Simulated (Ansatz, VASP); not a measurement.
Re in VASP and in Ansatz

File INCAR:

```
SYSTEM = Re
  PREC = Accurate
  ENCUT = 520
  EDIFF = 1E-7
  ISMEAR = 0
  SIGMA = 0.15
  LREAL = .FALSE.
  LASPH = .TRUE.
  NELM = 80
  ALGO = Normal
  ISIF = 2
  LWAVE = .FALSE.
  LCHARG = .FALSE.
  GGA = PE
  NBANDS = 10
```

KPOINTS

```
regular mesh
0
G
  10 10 10
  0 0 0
```

POSCAR

```
Re
1.0
    0.0000000000      1.8931204983      1.9930772606
    1.8931204983      0.0000000000      1.9930772606
    1.8931204983      1.8931204983      0.0000000000
Re
1
Direct
    0.0000000000      0.0000000000      0.0000000000
```

Input for Ansatz:

```yaml
crystal:
  lattice:
    - [0.0, 1.8931204983, 1.9930772606]
    - [1.8931204983, 0.0, 1.9930772606]
    - [1.8931204983, 1.8931204983, 0.0]
  atoms:
    - { symbol: Re, position: [0.0, 0.0, 0.0] }
basis:
  ecutwfc: 420
kpoints:
  mp_grid: { grid: [10, 10, 10] }
hamiltonian:
  xc: pbe
scf:
  occupations: { method: gaussian, width: 0.15 }
output:
  forces: true
  stress: true
  eigenvalues: true
```

Alike in both runs: task single point; functional PBE; k mesh 10 × 10 × 10; occupations gaussian, width 0.15 eV; no spin polarisation.

|  | VASP | Ansatz |
| --- | --- | --- |
| version | VASP 6.6.1 | Ansatz 0.2.0 |
| potentials or method | VASP PAW PBE potentials, release 64 (Re), cutoff 520 eV | scalar-relativistic, plane waves, PAW |
| valence electrons in the cell | 7 | 15 |

|  | VASP | Ansatz | Ansatz less VASP |
| --- | --- | --- | --- |
| gap on the k mesh at the Fermi level (eV) | none | none | - |
| pressure (GPa) | 19.8 | 20.0 | +0.20 |
| traceless stress, the component that is largest in VASP (GPa) | -11.59 | -11.72 | -0.128 |

A gap of «none» marks a metal or a gap that the smearing closes. VASP's potentials hold 7 valence electrons a cell and Ansatz's 15, so a difference there can come from the potentials and not from the codes.

Spin-orbit coupling is off throughout.
